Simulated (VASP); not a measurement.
# MgO (Cm) in VASP: single point with PBEsol

Aim: the single point of MgO with PBEsol.

All numbers are computed with VASP 6.6.1; they aren't measurements. Logs are shortened: lines on timing, memory, paths and dates and some standing lists are left out, and cuts for length are marked.

## Step 1: The cell of the first run

The structure is monoclinic, space group Cm (No. 8). The conventional cell has a = 5.498 Å, b = 3.174 Å, c = 10.156 Å, α = 90.00°, β = 90.00°, γ = 90.00°. Mg (site symmetry m) has 4 O at 1.92 to 1.96 Å within 2.5 Å. Within 2.6 Å of Mg (site symmetry m) lie 4 O at 1.93 to 1.94 Å. Within 2.4 Å of Mg (site symmetry m) lie 4 O at 1.78 to 2.01 Å. Mg (site symmetry m) has 4 O at 1.93 Å within 2.6 Å. O (site symmetry m) has 4 Mg at 1.78 to 2.01 Å within 2.4 Å. Within 2.6 Å of O (site symmetry m) lie 4 Mg at 1.93 to 1.94 Å. Within 2.5 Å of O (site symmetry m) lie 4 Mg at 1.92 to 1.96 Å. O (site symmetry m) has 4 Mg at 1.93 Å within 2.6 Å.

## Step 2: Single point, PBEsol (atoms displaced along a vibrational mode, the cell strained)

INCAR reads:

```
ALGO = Normal ; EDIFF = 1E-6
ENCUT = 520 ; GGA = PS
ISIF = 2 ; ISMEAR = 0
LASPH = T ; LCHARG = F
LREAL = F ; LWAVE = F
NBANDS = 26 ; NELM = 100
PREC = Accurate ; SIGMA = 0.05
```

KPOINTS reads:

```
k-points
0
Gamma
  9 9 4
```

POSCAR reads:

```
MgO
1.0
    3.1740183608      0.0000000000      0.0000000000
   -1.5870091804      2.7487805326      0.0000000000
    0.0000000000      0.0000000000     10.1556292058
Mg O
4 4
Direct
    0.3354272306      0.6708544613      0.9695925587
    0.0000390134      0.0000780268      0.2209429155
    0.0111723997      0.0223447995      0.7209429155
    0.6668966301      0.3337932601      0.4695925587
    0.3161302502      0.6322605004      0.7799203897
   -0.0008015854     -0.0016031707      0.5295423161
   -0.0026285782     -0.0052571565      0.0295423161
    0.6667377013      0.3334754027      0.2799203897
```

Potentials or basis: VASP PAW PBE potentials, release 64 (Mg, O).

Run with:

```sh
> cat potpaw_PBE.64/Mg/POTCAR potpaw_PBE.64/O/POTCAR > POTCAR
> mpirun -np 1 vasp_std > vasp.out
```

OUTCAR:

```text
EDIFF = 1E-6
   ENCUT = 520
   GGA = PS
   ISIF = 2
   ISMEAR = 0
   LASPH = T
   LREAL = F
   NELM = 100
   PREC = Accurate

 ion  position               nearest neighbor table
   1  0.335  0.671  0.970-   7 1.92   7 1.92   5 1.93   7 1.96   3 3.09   3 3.14   3 3.14   2 3.14
                             2 3.14   2 3.15
   2  0.000  0.000  0.221-   8 1.93   8 1.93   8 1.93   7 1.94   4 3.12   4 3.12   4 3.12   1 3.14
                             1 3.14   1 3.15
   3  0.011  0.022  0.721-   5 1.78   6 1.94   5 2.01   5 2.01   1 3.09   4 3.13   4 3.13   1 3.14
                             1 3.14   4 3.18
   4  0.667  0.334  0.470-   6 1.93   8 1.93   6 1.93   6 1.93   2 3.12   2 3.12   2 3.12   3 3.13
                             3 3.13   3 3.18
   5  0.316  0.632  0.780-   3 1.78   1 1.93   3 2.01   3 2.01
   6  0.999  0.998  0.530-   4 1.93   4 1.93   4 1.93   3 1.94
   7  0.997  0.995  0.030-   1 1.92   1 1.92   2 1.94   1 1.96
   8  0.667  0.333  0.280-   4 1.93   2 1.93   2 1.93   2 1.93

  LATTYP: Found a hexagonal cell.
 ALAT       =     3.1740183608
 C/A-ratio  =     3.1996126208

  Lattice vectors:

 A1 = (   3.1740183608,   0.0000000000,   0.0000000000)
 A2 = (  -1.5870091804,   2.7487805326,   0.0000000000)
 A3 = (   0.0000000000,   0.0000000000,  10.1556292058)

Analysis of symmetry for initial positions (statically):
=====================================================================
 Subroutine PRICEL returns:
 Original cell was already a primitive cell.

 Routine SETGRP: Setting up the symmetry group for a
 hexagonal supercell.

 Subroutine GETGRP returns: Found  2 space group operations
 (whereof  2 operations were pure point group operations)
 out of a pool of 24 trial point group operations.

The static configuration has the point symmetry C_1h.

Analysis of symmetry for dynamics (positions and initial velocities):
=====================================================================
 Subroutine PRICEL returns:
 Original cell was already a primitive cell.

 Routine SETGRP: Setting up the symmetry group for a
 hexagonal supercell.

 Subroutine GETGRP returns: Found  2 space group operations
 (whereof  2 operations were pure point group operations)
 out of a pool of 24 trial point group operations.

The dynamic configuration has the point symmetry C_1h.

 Subroutine INISYM returns: Found  2 space group operations
 (whereof  2 operations are pure point group operations),
 and found     1 'primitive' translations

----------------------------------------------------------------------------------------

                                     Primitive cell

  volume of cell :      88.6046

  direct lattice vectors                    reciprocal lattice vectors
     3.174018361  0.000000000  0.000000000     0.315058039  0.181898844  0.000000000
    -1.587009180  2.748780533  0.000000000     0.000000000  0.363797687  0.000000000
     0.000000000  0.000000000 10.155629206     0.000000000  0.000000000  0.098467557

  length of vectors
     3.174018361  3.174018361 10.155629206     0.363797687  0.363797687  0.098467557

  position of ions in fractional coordinates (direct lattice)
     0.335427231  0.670854461  0.969592559
     0.000039013  0.000078027  0.220942915
     0.011172400  0.022344799  0.720942915
     0.666896630  0.333793260  0.469592559
     0.316130250  0.632260500  0.779920390
     0.999198415  0.998396829  0.529542316
     0.997371422  0.994742843  0.029542316
     0.666737701  0.333475403  0.279920390

  ion indices of the primitive-cell ions
   primitive index   ion index
                 1           1
                 2           2
                 3           3
                 4           4
                 5           5
                 6           6
                 7           7
                 8           8

----------------------------------------------------------------------------------------

 KPOINTS: k-points

Automatic generation of k-mesh.
 Grid dimensions read from file:
 generate k-points for:    9    9    4

 Generating k-lattice:

  Cartesian coordinates                     Fractional coordinates (reciprocal lattice)
     0.035006449  0.020210983  0.000000000     0.111111111  0.000000000  0.000000000
     0.000000000  0.040421965  0.000000000     0.000000000  0.111111111  0.000000000
     0.000000000  0.000000000  0.024616889     0.000000000  0.000000000  0.250000000

  Length of vectors
     0.040421965  0.040421965  0.024616889

  Shift w.r.t. Gamma in fractional coordinates (k-lattice)
     0.000000000  0.000000000  0.000000000

 Subroutine IBZKPT returns following result:
 ===========================================

 Found     95 irreducible k-points:

 Following reciprocal coordinates:
            Coordinates               Weight
  0.000000  0.000000  0.000000      1.000000
  0.111111  0.000000  0.000000      4.000000
  0.000000  0.111111  0.000000      2.000000
  0.222222  0.000000  0.000000      4.000000
  0.000000  0.222222  0.000000      2.000000
  0.333333  0.000000  0.000000      4.000000
[... 16 lines left out ...]
 -0.222222 -0.444444  0.000000      4.000000
  0.444444  0.333333  0.000000      4.000000
 [... further k-points ...]
   k-points           NKPTS =     95   k-points in BZ     NKDIM =     95   number of bands    NBANDS=     26
   number of dos      NEDOS =    301   number of ions     NIONS =      8
   total plane-waves  NPLWV =  46080
   dimension x,y,z NGX =    24 NGY =   24 NGZ =   80
   dimension x,y,z NGXF=    48 NGYF=   48 NGZF=  160
   ions per type =               4   4
   NGX,Y,Z   is equivalent  to a cutoff of  12.57, 12.57, 13.10 a.u.
   NGXF,Y,Z  is equivalent  to a cutoff of  25.14, 25.14, 26.19 a.u.
 SYSTEM =  unknown system
   PREC   = accura    normal or accurate (medium, high low for compatibility)
   ISTART =      0    job   : 0-new  1-cont  2-samecut
   ICHARG =      2    charge: 1-file 2-atom 10-const
   ISPIN  =      1    spin polarized calculation?
   LNONCOLLINEAR =      F non collinear calculations
   LSORBIT =      F    spin-orbit coupling
   LASPH  =      T    aspherical Exc in radial PAW
   ENCUT  =  520.0 eV  38.22 Ry    6.18 a.u.   5.90  5.90 18.88*2*pi/ulx,y,z
   NELM   =    100;   NELMIN=  2; NELMDL= -5     # of ELM steps
   EDIFF  = 0.1E-05   stopping-criterion for ELM
   LREAL  =      F    real-space projection
   EDIFFG = 0.1E-04   stopping-criterion for IOM
   NSW    =      0    number of steps for IOM
   IBRION =     -1    ionic relax: 0-MD 1-quasi-New 2-CG
   NFREE  =      0    steps in history (QN), initial steepest desc. (CG)
   ISIF   =      2    stress and relaxation
   ISYM   =      2    0-nonsym 1-usesym 2-fastsym
   POTIM  = 0.5000    time-step for ionic-motion
   TEBEG  =    0.0;   TEEND  =   0.0 temperature during run
   PSTRESS=    0.0 pullay stress
   NELECT =      32.0000    total number of electrons
   NUPDOWN=      -1.0000    fix difference up-down
   EMIN   =  10.00;   EMAX   =-10.00  energy-range for DOS
   EFERMI =   0.00;   METHOD = LEGACY
   ISMEAR =     0;   SIGMA  =   0.05  broadening in eV -4-tet -1-fermi 0-gaus
   EFERMI_NEDOS =   21; number of points for ismear=-14 and -15
   IALGO  =     38    algorithm
   IMIX   =      4    mixing-type and parameters
     AMIX     =   0.40;   BMIX     =  1.00
     AMIX_MAG =   1.60;   BMIX_MAG =  1.00
  volume/ion in A,a.u.               =      11.08        74.74
  Fermi-wavevector in a.u.,A,eV,Ry     =   1.165841  2.203120 18.492842  1.359186
  Thomas-Fermi vector in A             =   2.302362
   LORBIT       =      0    0 simple, 1 ext, 2 COOP (PROOUT), +10 PAW based schemes
   GGA     = PS    functional components
   LHFCALC =     F    Hartree Fock is set to
   AEXX    =    0.0000 exact exchange contribution
   IVDW    =     0    specifies the selected vdW correction
   LEPSILON=     F    determine dielectric tensor
   LRPA    =     F    only Hartree local field effects (RPA)
 non-spin polarized calculation
 Gauss-broadening in eV      SIGMA  =   0.05
  energy-cutoff  :      520.00
  volume of cell :       88.60
 maximum number of plane-waves:      2412
   NGX = 11   NGY = 11   NGZ = 37

 number of electron      31.9999993 magnetization

 Free energy of the ion-electron system (eV)
  ---------------------------------------------------
  ext. energy  EPLUGINS =         0.00000000
  ---------------------------------------------------
  free energy    TOTEN  =       -48.54414917 eV

  energy without entropy =      -48.54414917  energy(sigma->0) =      -48.54414917

 E-fermi :   1.3934     XC(G=0): -10.2626

 val. band max:        1.1364668754   @ k =   0.0000   0.0000   0.0000
 cond. band min:       5.0150093504   @ k =   0.0000   0.0000   0.0000
 fundamental gap:      3.8785424750
 Fermi energy:         1.3934132056

 k-point     1 :       0.0000    0.0000    0.0000
  band No.  band energies     occupation
      1     -15.0122      2.00000
      2     -14.6231      2.00000
      3     -14.6067      2.00000
      4     -14.1781      2.00000
      5      -2.2254      2.00000
      6      -0.9315      2.00000
[... 18 lines left out ...]
     25      16.0859      0.00000
     26      16.8498      0.00000

 k-point     2 :       0.1111    0.0000    0.0000
  band No.  band energies     occupation
      1     -14.9374      2.00000
      2     -14.5664      2.00000
      3     -14.5505      2.00000
      4     -14.1452      2.00000
      5      -2.0884      2.00000
      6      -0.9743      2.00000
[... 18 lines left out ...]
     25      15.9064      0.00000
     26      16.2490      0.00000

 k-point     3 :       0.0000    0.1111    0.0000
  band No.  band energies     occupation
      1     -14.9366      2.00000
      2     -14.5664      2.00000
      3     -14.5501      2.00000
      4     -14.1458      2.00000
      5      -2.0871      2.00000
      6      -0.9837      2.00000
[... 18 lines left out ...]
     25      15.8602      0.00000
     26      16.2865      0.00000

 k-point     4 :       0.2222    0.0000    0.0000
  band No.  band energies     occupation
      1     -14.7369      2.00000
      2     -14.4188      2.00000
      3     -14.4047      2.00000
      4     -14.0660      2.00000
      5      -1.7074      2.00000
      6      -1.2215      2.00000
[... 18 lines left out ...]
     25      15.4223      0.00000
     26      15.7473      0.00000

 k-point     5 :       0.0000    0.2222    0.0000
  band No.  band energies     occupation
      1     -14.7334      2.00000
      2     -14.4192      2.00000
      3     -14.4030      2.00000
      4     -14.0691      2.00000
      5      -1.6995      2.00000
      6      -1.2450      2.00000
[... 18 lines left out ...]
     25      15.3489      0.00000
     26      15.7372      0.00000

 k-point     6 :       0.3333    0.0000    0.0000
  band No.  band energies     occupation
      1     -14.4793      2.00000
      2     -14.2437      2.00000
      3     -14.2326      2.00000
      4     -13.9919      2.00000
      5      -1.7375      2.00000
      6      -1.5892      2.00000
[... 427 lines left out ...]
 k-point    21 :      -0.4444    0.2222    0.0000
  band No.  band energies     occupation
      1     -14.3560      2.00000
      2     -14.1656      2.00000
      3     -14.1565      2.00000
      4     -13.9677      2.00000
      5      -1.5922      2.00000
      6      -1.5106      2.00000
[... 18 lines left out ...]
     25      14.9322      0.00000
     26      15.1962      0.00000

 k-point    22 :       0.3333    0.2222    0.0000
  band No.  band energies     occupation
      1     -14.1692      2.00000
      2     -14.0750      2.00000
      3     -14.0673      2.00000
      4     -13.9800      2.00000
      5      -1.7620      2.00000
      6      -1.5580      2.00000
[... 18 lines left out ...]
     25      14.8535      0.00000
     26      15.0932      0.00000

 k-point    23 :      -0.2222   -0.4444    0.0000
  band No.  band energies     occupation
      1     -14.1574      2.00000
      2     -14.0760      2.00000
      3     -14.0648      2.00000
      4     -13.9920      2.00000
      5      -1.7438      2.00000
      6      -1.5678      2.00000
[... 18 lines left out ...]
     25      14.8682      0.00000
     26      15.1226      0.00000

 k-point    24 :       0.4444    0.3333    0.0000
  band No.  band energies     occupation
      1     -14.1761      2.00000
      2     -14.0745      2.00000
      3     -14.0680      2.00000
      4     -13.9736      2.00000
      5      -1.7568      2.00000
      6      -1.5499      2.00000
[... 18 lines left out ...]
     25      14.7781      0.00000
     26      15.0514      0.00000

 [... further k-points ...]

------------------------ aborting loop because EDIFF is reached ----------------------------------------

  FORCE on cell =-STRESS in cart. coord.  units (eV):
  Direction    XX          YY          ZZ          XY          YZ          ZX
  --------------------------------------------------------------------------------------
  -------------------------------------------------------------------------------------
  Total        4.8019687      8.1901002      5.7642737      0.0000000      1.5228532      0.0000000
  in kB       86.8307539    148.0960447    104.2314649      0.0000000     27.5367258      0.0000000
  external PRESSURE =     113.0527545 kB  Pullay stress =       0.0000000 kB

 VOLUME and BASIS-vectors are now :
 -----------------------------------------------------------------------------
  energy-cutoff  :      520.00
  volume of cell :       88.60
      direct lattice vectors                 reciprocal lattice vectors
     3.174018361  0.000000000  0.000000000     0.315058039  0.181898844  0.000000000
    -1.587009180  2.748780533  0.000000000     0.000000000  0.363797687  0.000000000
     0.000000000  0.000000000 10.155629206     0.000000000  0.000000000  0.098467557

 POSITION                                       TOTAL-FORCE (eV/Angst)
 -----------------------------------------------------------------------------------
     -0.00000      1.84403      9.84682        -0.000000     -0.300391     -0.008014
      0.00000      0.00021      2.24381        -0.000000     -0.001283      0.005145
     -0.00000      0.06142      7.32163        -0.000000     -2.495068     -0.354042
      1.58701      0.91752      4.76901        -0.000000     -0.044652      0.027806
     -0.00000      1.73795      7.92058        -0.000000      2.508979      0.343677
      1.58701      2.74437      5.37784        -0.000000      0.070667      0.009274
      1.58701      2.73433      0.30002        -0.000000      0.269382      0.011849
      1.58701      0.91665      2.84277         0.000000     -0.007635     -0.035694
 -----------------------------------------------------------------------------------
    total drift:                                0.000000      0.000441      0.000663

  FREE ENERGIE OF THE ION-ELECTRON SYSTEM (eV)
  ---------------------------------------------------
  free  energy   TOTEN  =       -48.5441491667 eV

  energy  without entropy=      -48.5441491667  energy(sigma->0) =      -48.54414917
```

Run time: 3 min. Hardware: 1 thread of Intel Xeon 8259CL, shared host; peak memory 0.32 GiB.

What came out:

```
Free energy            : -48.5441 eV
Pressure               : 11.3 GPa
Largest force          : 2.532 eV/Å
Band gap on the k mesh : 3.88 eV
```

Forces in eV/Å, atoms in the order of the input:
```
Mg   0.000 -0.300 -0.008
Mg   0.000 -0.001  0.005
Mg   0.000 -2.495 -0.354
Mg   0.000 -0.045  0.028
O    0.000  2.509  0.344
O    0.000  0.071  0.009
O    0.000  0.269  0.012
O    0.000 -0.008 -0.036
```

Stress tensor (GPa, compression positive):
```
 8.68  0.00  0.00
 0.00 14.81  2.75
 0.00  2.75 10.42
```

Caveat: the cell differs from its parent crystal (atoms displaced along a vibrational mode, the cell strained); the cell stands under pressure; the PAW data sets were made with another functional, which shifts forces and pressure a little; an odd mesh through Γ misses points on the zone boundary, where band edges can lie.
